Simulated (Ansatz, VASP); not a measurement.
# Two plane-wave programs on As

```xyz
4
Lattice="1.8560 -5.3746 0.0000 1.8560 5.3746 0.0000 0.0000 0.0000 4.2322" Properties=species:S:1:pos:R:3 pbc="T T T"
As    1.8560    4.1634    0.2311
As    1.8560   -1.2111    1.8850
As    1.8560   -4.1634    4.0011
As    1.8560    1.2111    2.3472
```

Alike in both runs: functional LDA; k mesh 12 × 12 × 10; occupations gaussian, width 0.1 eV; no spin polarisation.

Ansatz relaxed the structure, and its values are those at the end. VASP's run is a single point on that final structure, the one shown.

```csv
,VASP,Ansatz
version,VASP 6.6.1,Ansatz 0.2.0
potentials or method,"VASP PAW LDA potentials, release 64 (As_d), cutoff 600 eV","scalar-relativistic, plane waves, PAW"
valence electrons in the cell,60,60
```

Ansatz gave:

- gap on the k mesh at the Fermi level (eV): none
- pressure (GPa): 0.0
- rms of the force components (eV/Å): 0.001

What did VASP give for the same quantities?

gap on the k mesh at the Fermi level (eV): none; pressure (GPa): 0.2; rms of the force components (eV/Å): 0.021.

LDA's correlation is that of Perdew and Zunger in VASP and of Perdew and Wang (1992) in Ansatz. A gap of «none» marks a metal or a gap that the smearing closes.
